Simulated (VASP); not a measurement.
# Cu (Fm-3m) in VASP: notebook

The runs below take Cu through single point, relaxation of cell and atoms, with LDA.

Everything below comes from runs of VASP 6.6.1. Logs are shortened: lines on timing, memory, paths and dates and some standing lists are left out, and cuts for length are marked.

## Step 1: The cell of the first run

Symmetry: Fm-3m, No. 225, cubic system. Conventional cell: a = 3.520 Å, b = 3.520 Å, c = 3.520 Å, α = 90.00°, β = 90.00°, γ = 90.00°. Within 3.3 Å of Cu (site symmetry m-3m) lie 12 Cu at 2.49 Å.

## Step 2: Single point, LDA

Input file INCAR:

```
ALGO = Fast
EDIFF = 1E-6
ENCUT = 520
ISIF = 2
ISMEAR = 0
LASPH = T
LCHARG = F
LREAL = F
LWAVE = F
NBANDS = 12
NELM = 80
PREC = Accurate
SIGMA = 0.1
```

Input file KPOINTS:

```
k-points
0
Gamma
  10 10 10
```

Input file POSCAR:

```
Cu
1.0
    0.0000000000      1.7598111920      1.7598111920
    1.7598111920      0.0000000000      1.7598111920
    1.7598111920      1.7598111920      0.0000000000
Cu
1
Direct
    0.0000000000      0.0000000000      0.0000000000
```

Potentials or basis: VASP PAW LDA potentials, release 64 (Cu).

Started as:

```sh
$ cat potpaw_LDA.64/Cu/POTCAR > POTCAR
$ mpirun -np 1 vasp_std > vasp.out
```

OUTCAR:

```text
EDIFF = 1E-6
   ENCUT = 520
   ISIF = 2
   ISMEAR = 0
   LASPH = T
   LREAL = F
   NELM = 80
   PREC = Accurate

 ion  position               nearest neighbor table
   1  0.000  0.000  0.000-

  LATTYP: Found a face centered cubic cell.
 ALAT       =     3.5196223840

  Lattice vectors:

 A1 = (   0.0000000000,   1.7598111920,   1.7598111920)
 A2 = (   1.7598111920,   0.0000000000,   1.7598111920)
 A3 = (   1.7598111920,   1.7598111920,   0.0000000000)

Analysis of symmetry for initial positions (statically):
=====================================================================
 Subroutine PRICEL returns:
 Original cell was already a primitive cell.

 Routine SETGRP: Setting up the symmetry group for a
 face centered cubic supercell.

 Subroutine GETGRP returns: Found 48 space group operations
 (whereof 48 operations were pure point group operations)
 out of a pool of 48 trial point group operations.

The static configuration has the point symmetry O_h .

Analysis of symmetry for dynamics (positions and initial velocities):
=====================================================================
 Subroutine PRICEL returns:
 Original cell was already a primitive cell.

 Routine SETGRP: Setting up the symmetry group for a
 face centered cubic supercell.

 Subroutine GETGRP returns: Found 48 space group operations
 (whereof 48 operations were pure point group operations)
 out of a pool of 48 trial point group operations.

The dynamic configuration has the point symmetry O_h .

 Subroutine INISYM returns: Found 48 space group operations
 (whereof 48 operations are pure point group operations),
 and found     1 'primitive' translations

----------------------------------------------------------------------------------------

                                     Primitive cell

  volume of cell :      10.9000

  direct lattice vectors                    reciprocal lattice vectors
     0.000000000  1.759811192  1.759811192    -0.284121389  0.284121389  0.284121389
     1.759811192  0.000000000  1.759811192     0.284121389 -0.284121389  0.284121389
     1.759811192  1.759811192  0.000000000     0.284121389  0.284121389 -0.284121389

  length of vectors
     2.488748855  2.488748855  2.488748855     0.492112681  0.492112681  0.492112681

  position of ions in fractional coordinates (direct lattice)
     0.000000000  0.000000000  0.000000000

  ion indices of the primitive-cell ions
   primitive index   ion index
                 1           1

----------------------------------------------------------------------------------------

 KPOINTS: k-points

Automatic generation of k-mesh.
 Grid dimensions read from file:
 generate k-points for:   10   10   10

 Generating k-lattice:

  Cartesian coordinates                     Fractional coordinates (reciprocal lattice)
    -0.028412139  0.028412139  0.028412139     0.100000000  0.000000000  0.000000000
     0.028412139 -0.028412139  0.028412139     0.000000000  0.100000000  0.000000000
     0.028412139  0.028412139 -0.028412139     0.000000000  0.000000000  0.100000000

  Length of vectors
     0.049211268  0.049211268  0.049211268

  Shift w.r.t. Gamma in fractional coordinates (k-lattice)
     0.000000000  0.000000000  0.000000000

 Subroutine IBZKPT returns following result:
 ===========================================

 Found     47 irreducible k-points:

 Following reciprocal coordinates:
            Coordinates               Weight
  0.000000  0.000000  0.000000      1.000000
  0.100000  0.000000  0.000000      8.000000
  0.200000  0.000000  0.000000      8.000000
  0.300000  0.000000  0.000000      8.000000
  0.400000  0.000000  0.000000      8.000000
  0.500000  0.000000  0.000000      4.000000
[... 16 lines left out ...]
  0.300000  0.300000  0.000000      6.000000
  0.400000  0.300000  0.000000     24.000000
 [... further k-points ...]
   k-points           NKPTS =     47   k-points in BZ     NKDIM =     47   number of bands    NBANDS=     12
   number of dos      NEDOS =    301   number of ions     NIONS =      1
   total plane-waves  NPLWV =   8000
   dimension x,y,z NGX =    20 NGY =   20 NGZ =   20
   dimension x,y,z NGXF=    40 NGYF=   40 NGZF=   40
   ions per type =               1
   NGX,Y,Z   is equivalent  to a cutoff of  13.36, 13.36, 13.36 a.u.
   NGXF,Y,Z  is equivalent  to a cutoff of  26.72, 26.72, 26.72 a.u.
 SYSTEM =  unknown system
   PREC   = accura    normal or accurate (medium, high low for compatibility)
   ISTART =      0    job   : 0-new  1-cont  2-samecut
   ICHARG =      2    charge: 1-file 2-atom 10-const
   ISPIN  =      1    spin polarized calculation?
   LNONCOLLINEAR =      F non collinear calculations
   LSORBIT =      F    spin-orbit coupling
   LASPH  =      T    aspherical Exc in radial PAW
   ENCUT  =  520.0 eV  38.22 Ry    6.18 a.u.   4.63  4.63  4.63*2*pi/ulx,y,z
   NELM   =     80;   NELMIN=  2; NELMDL= -5     # of ELM steps
   EDIFF  = 0.1E-05   stopping-criterion for ELM
   LREAL  =      F    real-space projection
   EDIFFG = 0.1E-04   stopping-criterion for IOM
   NSW    =      0    number of steps for IOM
   IBRION =     -1    ionic relax: 0-MD 1-quasi-New 2-CG
   NFREE  =      0    steps in history (QN), initial steepest desc. (CG)
   ISIF   =      2    stress and relaxation
   ISYM   =      2    0-nonsym 1-usesym 2-fastsym
   POTIM  = 0.5000    time-step for ionic-motion
   TEBEG  =    0.0;   TEEND  =   0.0 temperature during run
   PSTRESS=    0.0 pullay stress
   NELECT =      11.0000    total number of electrons
   NUPDOWN=      -1.0000    fix difference up-down
   EMIN   =  10.00;   EMAX   =-10.00  energy-range for DOS
   EFERMI =   0.00;   METHOD = LEGACY
   ISMEAR =     0;   SIGMA  =   0.10  broadening in eV -4-tet -1-fermi 0-gaus
   EFERMI_NEDOS =   21; number of points for ismear=-14 and -15
   IALGO  =     68    algorithm
   IMIX   =      4    mixing-type and parameters
     AMIX     =   0.40;   BMIX     =  1.00
     AMIX_MAG =   1.60;   BMIX_MAG =  1.00
  volume/ion in A,a.u.               =      10.90        73.56
  Fermi-wavevector in a.u.,A,eV,Ry     =   1.642088  3.103096 36.687452  2.696452
  Thomas-Fermi vector in A             =   2.732449
   LORBIT       =      0    0 simple, 1 ext, 2 COOP (PROOUT), +10 PAW based schemes
   GGA     = CA    functional components
   LHFCALC =     F    Hartree Fock is set to
   AEXX    =    0.0000 exact exchange contribution
   IVDW    =     0    specifies the selected vdW correction
   LEPSILON=     F    determine dielectric tensor
   LRPA    =     F    only Hartree local field effects (RPA)
 non-spin polarized calculation
 RMM-DIIS sequential band-by-band and
 Gauss-broadening in eV      SIGMA  =   0.10
  energy-cutoff  :      520.00
  volume of cell :       10.90
 maximum number of plane-waves:       303
   NGX =  9   NGY =  9   NGZ =  9

 number of electron      10.9999999 magnetization

 Free energy of the ion-electron system (eV)
  ---------------------------------------------------
  ext. energy  EPLUGINS =         0.00000000
  ---------------------------------------------------
  free energy    TOTEN  =        -4.69349528 eV

  energy without entropy =       -4.68996841  energy(sigma->0) =       -4.69173184

 E-fermi :   8.2567     XC(G=0): -13.5794

 val. band max:        8.2059486997   @ k =   0.5000   0.1000   0.0000
 cond. band min:       8.5174764614   @ k =   0.5000   0.3000   0.1000
 fundamental gap:      0.3115277618
 Fermi energy:         8.2567255408

 k-point     1 :       0.0000    0.0000    0.0000
  band No.  band energies     occupation
      1      -1.5885      2.00000
      2       5.0468      2.00000
      3       5.0468      2.00000
      4       5.0468      2.00000
      5       5.9953      2.00000
      6       5.9953      2.00000
      7      31.7000      0.00000
      8      34.8122      0.00000
      9      34.8122      0.00000
     10      34.8122      0.00000
     11      37.4263      0.00000
     12      37.4263      0.00000

 k-point     2 :       0.1000    0.0000    0.0000
  band No.  band energies     occupation
      1      -1.2049      2.00000
      2       4.9626      2.00000
      3       5.1197      2.00000
      4       5.1197      2.00000
      5       5.9688      2.00000
      6       5.9688      2.00000
      7      29.3580      0.00000
      8      32.6452      0.00000
      9      33.9108      0.00000
     10      33.9108      0.00000
     11      38.8023      0.00000
     12      38.8200      0.00000

 k-point     3 :       0.2000    0.0000    0.0000
  band No.  band energies     occupation
      1      -0.1081      2.00000
      2       4.7946      2.00000
      3       5.2298      2.00000
      4       5.2298      2.00000
      5       5.9911      2.00000
      6       5.9911      2.00000
      7      24.0873      0.00000
      8      32.0733      0.00000
      9      32.7897      0.00000
     10      32.7897      0.00000
     11      39.2926      0.00000
     12      39.3335      0.00000
[... 286 lines left out ...]
 k-point    23 :       0.3000    0.3000    0.0000
  band No.  band energies     occupation
      1       2.1967      2.00000
      2       3.9911      2.00000
      3       5.6825      2.00000
      4       6.0725      2.00000
      5       6.0725      2.00000
      6       6.4024      2.00000
      7      24.6911      0.00000
      8      24.8803      0.00000
      9      24.8803      0.00000
     10      27.7014      0.00000
     11      31.0422      0.00000
     12      49.0095      0.00000

 k-point    24 :       0.4000    0.3000    0.0000
  band No.  band energies     occupation
      1       2.9092      2.00000
      2       3.8384      2.00000
      3       5.6481      2.00000
      4       6.1440      2.00000
      5       6.6026      2.00000
      6       7.2550      2.00000
      7      21.1156      0.00000
      8      22.0684      0.00000
      9      24.0185      0.00000
     10      28.3837      0.00000
     11      32.4412      0.00000
     12      47.5712      0.00000

 [... further k-points ...]
[... 5 lines left out ...]
  --------------------------------------------------------------------------------------
  -------------------------------------------------------------------------------------
  Total        0.0759978      0.0759978      0.0759978      0.0000000     -0.0000000      0.0000000
  in kB       11.1707718     11.1707718     11.1707718      0.0000000     -0.0000000      0.0000000
  external PRESSURE =      11.1707718 kB  Pullay stress =       0.0000000 kB

 VOLUME and BASIS-vectors are now :
 -----------------------------------------------------------------------------
  energy-cutoff  :      520.00
  volume of cell :       10.90
      direct lattice vectors                 reciprocal lattice vectors
     0.000000000  1.759811192  1.759811192    -0.284121389  0.284121389  0.284121389
     1.759811192  0.000000000  1.759811192     0.284121389 -0.284121389  0.284121389
     1.759811192  1.759811192  0.000000000     0.284121389  0.284121389 -0.284121389

 POSITION                                       TOTAL-FORCE (eV/Angst)
 -----------------------------------------------------------------------------------
      0.00000      0.00000      0.00000        -0.000000      0.000000      0.000000
 -----------------------------------------------------------------------------------
    total drift:                               -0.000000     -0.000000     -0.000000

  FREE ENERGIE OF THE ION-ELECTRON SYSTEM (eV)
  ---------------------------------------------------
  free  energy   TOTEN  =        -4.6934952787 eV

  energy  without entropy=       -4.6899684052  energy(sigma->0) =       -4.69173184
```

It took 6.7 s on 1 thread of AMD EPYC 7R43 (Zen 3), shared host; peak memory 0.08 GiB.

What came out:

- Free energy: -4.6935 eV
- Pressure: 1.1 GPa

Levels at points of the mesh, in eV from the Fermi level:
```csv
k point,band 2,band 3,band 4,band 5,band 6,band 7,band 8,band 9,band 10,band 11
"(0.00, 0.00, 0.00)",-3.21,-3.21,-3.21,-2.26,-2.26,23.44,26.56,26.56,26.56,29.17
"(0.50, 0.00, 0.00)",-3.24,-3.24,-1.62,-1.62,-1.09,4.27,21.92,23.32,23.32,26.39
"(0.50, 0.50, 0.00)",-4.79,-1.63,-1.46,-1.46,1.56,7.82,13.77,13.77,18.61,21.76
```

## Step 3: Single point, LDA

Input file INCAR:

```
SYSTEM = Cu
PREC = Accurate ; ENCUT = 520
EDIFF = 1E-6 ; ISMEAR = 0
SIGMA = 0.1 ; LREAL = .FALSE.
LASPH = .TRUE. ; NELM = 80
ALGO = Fast ; ISIF = 2
LWAVE = .FALSE. ; LCHARG = .FALSE.
GGA = CA ; NBANDS = 12
```

Input file KPOINTS:

```
regular mesh
0
G
  20 20 20
  0 0 0
```

Input file POSCAR:

```
Cu
1.0
    0.0000000000      1.7589767718      1.7589767718
    1.7589767718      0.0000000000      1.7589767718
    1.7589767718      1.7589767718      0.0000000000
Cu
1
Direct
    0.0000000000      0.0000000000      0.0000000000
```

Potentials or basis: VASP PAW LDA potentials, release 64 (Cu).

Started as:

```sh
$ cat potpaw_LDA.64/Cu/POTCAR > POTCAR
$ mpirun -np 1 vasp_std > vasp.out
```

It took 32 s on 1 thread of AMD EPYC 7R43 (Zen 3), shared host; peak memory 0.11 GiB.

It converged, with:

| Property | Result |
| --- | --- |
| Free energy | -4.7090 eV |
| Pressure | 1.1 GPa |

Levels at points of the mesh, in eV from the Fermi level:
```
           k point  band 2  band 3  band 4  band 5  band 6  band 7  band 8  band 9  band 10  band 11
(0.00, 0.00, 0.00)   -3.31   -3.31   -3.31   -2.36   -2.36   23.35   26.47   26.47    26.47    29.09
(0.50, 0.00, 0.00)   -3.34   -3.34   -1.72   -1.72   -1.20    4.18   21.83   23.23    23.23    26.30
(0.50, 0.50, 0.00)   -4.89   -1.73   -1.56   -1.56    1.45    7.73   13.67   13.67    18.52    21.68
```

## Step 4: Relaxation of cell and atoms, LDA

Input file INCAR:

```
SYSTEM = Cu
  ALGO = Normal
  EDIFF = 1E-6
  EDIFFG = -0.002
  ENCUT = 600
  GGA = CA
  IBRION = 2
  ISIF = 3
  ISMEAR = 0
  LASPH = .True.
  LCHARG = .False.
  LREAL = .False.
  LWAVE = .False.
  NELM = 80
  NSW = 100
  PREC = Accurate
  SIGMA = 0.1
```

Input file KPOINTS:

```
k-points
0
Gamma
  20 20 20
  0 0 0
```

Input file POSCAR:

```
Cu
1.0
    0.0000000000      1.7598111920      1.7598111920
    1.7598111920      0.0000000000      1.7598111920
    1.7598111920      1.7598111920      0.0000000000
Cu
1
Direct
    0.0000000000      0.0000000000      0.0000000000
```

Started as:

```sh
$ cat potpaw_LDA.64/Cu/POTCAR > POTCAR
$ mpirun -np 1 vasp_std > vasp.out
```

Wall time 37 s (1 thread of AMD EPYC 7R43 (Zen 3), shared host); peak memory 0.11 GiB.

The run converged. Its results:

```yaml
Free_energy: -4.7092 eV
Relaxed_volume: 10.94 Å³/atom
Relaxed_cell: a = 2.492 Å, b = 2.492 Å, c = 2.492 Å, α = 60.00°, β = 60.00°, γ = 60.00°
Space_group_after_relaxing_to_0.05_Å: Fm-3m (No. 225)
Energy_gained_by_relaxing: 0.1 meV/atom
Ionic_steps: 3
Pressure_after_relaxing: 0.0 GPa
```

Final structure:
```
CELL_PARAMETERS angstrom
0.00000 1.76191 1.76191
1.76191 0.00000 1.76191
1.76191 1.76191 0.00000
ATOMIC_POSITIONS crystal
Cu 0.00000 0.00000 0.00000
```

Levels at points of the mesh, in eV from the Fermi level:
| k point | band 2 | band 3 | band 4 | band 5 | band 6 | band 7 | band 8 | band 9 |
| --- | --- | --- | --- | --- | --- | --- | --- | --- |
| (0.00, 0.00, 0.00) | -3.29 | -3.29 | -3.29 | -2.35 | -2.35 | 23.31 | 26.39 | 26.39 |
| (0.50, 0.00, 0.00) | -3.33 | -3.33 | -1.71 | -1.71 | -1.18 | 4.15 | 21.79 | 23.15 |
| (0.50, 0.50, 0.00) | -4.86 | -1.72 | -1.55 | -1.55 | 1.46 | 7.69 | 13.63 | 13.63 |

(Part 1 of 2 ends here.)
